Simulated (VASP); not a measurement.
## RbAgI2: single point with PBE

Crystal: RbAgI2.

```xyz
4
Lattice="4.5274 0.0000 0.0000 0.0000 4.5274 0.0000 0.0000 0.0000 6.7800" Properties=species:S:1:pos:R:3 pbc="T T T"
Rb    0.0000    0.0000    0.0000
I     0.0000    0.0000    3.3900
I     2.2637    2.2637    0.0000
Ag    2.2637    2.2637    3.3900
```

This cell differs from its parent crystal: biaxial xy strain -5.9%.

* Program: VASP 6.6.1
* Task: single point
* Functional: PBE
* Potentials or basis: VASP PAW PBE potentials, release 64 (Rb_sv, I, Ag)
* Cutoff: 520 eV
* k mesh: 6 × 6 × 4
* Occupations: fermi-dirac, width 0.02 eV
* Spin: no spin polarisation

```yaml
Pressure: 3.7 GPa
Band_gap_on_the_k_mesh: 0.88 eV (least direct gap 1.32 eV)
```

Stress tensor (GPa, compression positive):
```
4.81 0.00 0.00
0.00 4.81 0.00
0.00 0.00 1.63
```

Levels at points of the mesh, in eV from the valence-band top:
```csv
k point,band 15,band 16,band 17,band 18,band 19,band 20
"(0.00, 0.00, 0.00)",-0.72,-0.44,-0.44,0.88,4.15,5.39
"(0.50, 0.00, 0.00)",-1.26,-0.95,0.00,4.09,4.60,5.71
"(0.50, 0.50, 0.00)",-1.04,-0.85,-0.85,0.94,4.48,4.48
"(0.00, 0.00, 0.50)",-1.39,-0.46,-0.46,2.36,4.24,5.46
"(0.50, 0.00, 0.50)",-1.18,-0.21,-0.02,4.05,4.18,4.90
"(0.50, 0.50, 0.50)",-1.41,-0.90,-0.90,2.43,5.55,5.55
```

Run time: 100 s on 1 thread of Intel(R) Xeon(R) Platinum 8488C (Sapphire Rapids) (shared host), peak memory 0.3 GiB.

Caveat: the cell differs from its parent crystal (biaxial xy strain -5.9%); the cell stands under pressure; spin-orbit coupling is left out, which moves the levels of the heavy elements. A k mesh can miss the band edges.
